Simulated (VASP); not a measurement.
# W in VASP: notebook, part 3 of 3

VASP 6.6.1.

## (6) Electric field gradients, PBE (equal xy, yz and zx shear strains of -3 %)

The input, INCAR:

```
SYSTEM = W
  ALGO = Normal
  EDIFF = 1E-8
  ENCUT = 520
  GGA = PE
  ISIF = 2
  ISMEAR = -1
  LASPH = .True.
  LCHARG = .False.
  LEFG = .True.
  LREAL = .False.
  LWAVE = .False.
  NBANDS = 13
  NELM = 60
  PREC = Accurate
  SIGMA = 0.05
```

The input, KPOINTS:

```
k-points
0
Gamma
  14 14 14
  0 0 0
```

The input, POSCAR:

```
W
1.0
   -0.0609000000      1.9995500000      1.9995500000
    1.9995500000     -0.0609000000      1.9995500000
    1.9995500000      1.9995500000     -0.0609000000
W
1
Direct
    0.0000000000      0.0000000000      0.0000000000
```

Potentials or basis: VASP PAW PBE potentials, release 64 (W_sv).

On the command line:

```bash
> cat potpaw_PBE.64/W_sv/POTCAR > POTCAR
> mpirun -np 1 vasp_std > vasp.out
```

OUTCAR:

```text
SYSTEM = W
   EDIFF = 1E-8
   ENCUT = 520
   GGA = PE
   ISIF = 2
   ISMEAR = -1
   LASPH = .True.
   LREAL = .False.
   NELM = 60
   PREC = Accurate

 ion  position               nearest neighbor table
   1  0.000  0.000  0.000-

  LATTYP: Found a trigonal (rhomboedric) cell.
 ALAT       =     2.8284464313
 COS(alpha) =     0.4693254694

  Lattice vectors:

 A1 = (  -0.0609000000,   1.9995500000,   1.9995500000)
 A2 = (   1.9995500000,  -0.0609000000,   1.9995500000)
 A3 = (   1.9995500000,   1.9995500000,  -0.0609000000)

Analysis of symmetry for initial positions (statically):
=====================================================================
 Subroutine PRICEL returns:
 Original cell was already a primitive cell.

 Routine SETGRP: Setting up the symmetry group for a
 trigonal (rhombohedral) supercell.

 Subroutine GETGRP returns: Found 12 space group operations
[... 564 lines left out ...]
  external PRESSURE =     -36.0374037 kB  Pullay stress =       0.0000000 kB

 VOLUME and BASIS-vectors are now :
 -----------------------------------------------------------------------------
  energy-cutoff  :      520.00
  volume of cell :       16.72
      direct lattice vectors                 reciprocal lattice vectors
    -0.060900000  1.999550000  1.999550000    -0.238912879  0.246417995  0.246417995
     1.999550000 -0.060900000  1.999550000     0.246417995 -0.238912879  0.246417995
     1.999550000  1.999550000 -0.060900000     0.246417995  0.246417995 -0.238912879

 POSITION                                       TOTAL-FORCE (eV/Angst)
 -----------------------------------------------------------------------------------
      0.00000      0.00000      0.00000         0.000000      0.000000      0.000000
 -----------------------------------------------------------------------------------
    total drift:                               -0.000000      0.000000      0.000000

  FREE ENERGIE OF THE ION-ELECTRON SYSTEM (eV)
  ---------------------------------------------------
  free  energy   TOTEN  =       -12.4941192365 eV

  energy  without entropy=      -12.4865670077  energy(sigma->0) =      -12.49034312

 Electric field gradients (V/A^2)
---------------------------------------------------------------------
 ion       V_xx      V_yy      V_zz      V_xy      V_xz      V_yz
---------------------------------------------------------------------
   1       0.000    -0.000    -0.000   -11.556   -11.556   -11.556
---------------------------------------------------------------------

 Electric field gradients after diagonalization (V/A^2)
 (convention: |V_zz| > |V_xx| > |V_yy|)
----------------------------------------------------------------------
 ion       V_xx      V_yy      V_zz     asymmetry (V_yy - V_xx)/ V_zz
----------------------------------------------------------------------
   1      11.556    11.556   -23.111       0.000
----------------------------------------------------------------------

           NMR quadrupolar parameters

 Cq : quadrupolar parameter    Cq=e*Q*V_zz/h
 eta: asymmetry parameters     (V_yy - V_xx)/ V_zz
 Q  : nuclear electric quadrupole moment in mb (millibarn)
----------------------------------------------------------------------
 ion       Cq(MHz)       eta       Q (mb)
----------------------------------------------------------------------
   1      -0.056       0.000       1.000
----------------------------------------------------------------------
```

OSZICAR:

```text
N       E                     dE             d eps       ncg     rms          rms(c)
DAV:   1     0.841848339025E+02    0.84185E+02   -0.74172E+03  7512   0.121E+03
DAV:   2    -0.114774506162E+02   -0.95662E+02   -0.92197E+02  8383   0.315E+02
DAV:   3    -0.131270842534E+02   -0.16496E+01   -0.16431E+01  8288   0.400E+01
DAV:   4    -0.131342943146E+02   -0.72101E-02   -0.72099E-02  8498   0.292E+00
DAV:   5    -0.131343607002E+02   -0.66386E-04   -0.66384E-04  8373   0.264E-01    0.184E+01
DAV:   6    -0.126256318354E+02    0.50873E+00   -0.44492E-01  7918   0.876E+00    0.705E+00
DAV:   7    -0.124985649408E+02    0.12707E+00   -0.21633E-01  8398   0.574E+00    0.636E-01
DAV:   8    -0.124941675266E+02    0.43974E-02   -0.39717E-03  7578   0.806E-01    0.775E-02
DAV:   9    -0.124941199699E+02    0.47557E-04   -0.10999E-04  9093   0.120E-01    0.425E-02
DAV:  10    -0.124941194062E+02    0.56370E-06   -0.85889E-06  7893   0.372E-02    0.259E-03
DAV:  11    -0.124941196249E+02   -0.21873E-06   -0.39391E-07  8043   0.713E-03    0.211E-03
DAV:  12    -0.124941192631E+02    0.36176E-06   -0.15716E-08  5954   0.156E-03    0.244E-04
DAV:  13    -0.124941192428E+02    0.20349E-07   -0.19399E-09  4274   0.560E-04    0.127E-04
DAV:  14    -0.124941192365E+02    0.62919E-08   -0.26750E-10  3904   0.205E-04
   1 F= -.12494119E+02 E0= -.12490343E+02  d E =-.755223E-02
```

stdout:

```text
POSCAR found type information on POSCAR W
 POSCAR found :  1 types and       1 ions
 scaLAPACK will be used
 LDA part: xc-table for (Slater+PW92), standard interpolation
 POSCAR, INCAR and KPOINTS ok, starting setup
 FFT: planning ... GRIDC
 FFT: planning ... GRID_SOFT
 FFT: planning ... GRID
 WAVECAR not read
 entering main loop
ion   1
```

Run time: 37 s. Hardware: 1 thread of AMD EPYC 9R45 (Zen 5), shared host; peak memory 0.16 GiB.

Results:

```
Free energy            : -12.4941 eV
Pressure               : -3.6 GPa
Band gap on the k mesh : zero (band 7 reaches 13.19 eV, above the bottom of band 8 at 9.66 eV)
```

Electric field gradients, principal values (V/Å²):
| atom | least | middle | greatest (by size) |
| --- | --- | --- | --- |
| 1 W | 11.556 | 11.556 | -23.111 |

Caveat: the cell differs from its parent crystal (equal xy, yz and zx shear strains of -3 %); without QUAD_EFG the Cq values of the log hold for a quadrupole moment of 1 mb, not for the nuclei; spin-orbit coupling is left out, which moves the levels of the heavy elements.

## (7) Summary

```csv
cell,gap on the mesh (eV),pressure (GPa)
"a = 2.861 Å, angles 60.0°, 1 atom",none,-1.5
"a = 2.890 Å, angles 60.0°, 1 atom",none,-9.3
"a = 2.927 Å, angles 60.0°, 1 atom",none,-18.0
"a = 2.828 Å, angles 62.0°, 1 atom",none,-3.6
```

Alike in all rows: task electric field gradients; level PBE; potentials or basis VASP PAW PBE potentials, release 64 (W_sv); no spin polarisation; k mesh 14 × 14 × 14; cutoff (eV) 520; smearing fermi-dirac 0.05 eV.

Caveats: spin-orbit coupling is left out, which moves the levels of the heavy elements.

Absolute energies hang on the potentials; compare differences alone.
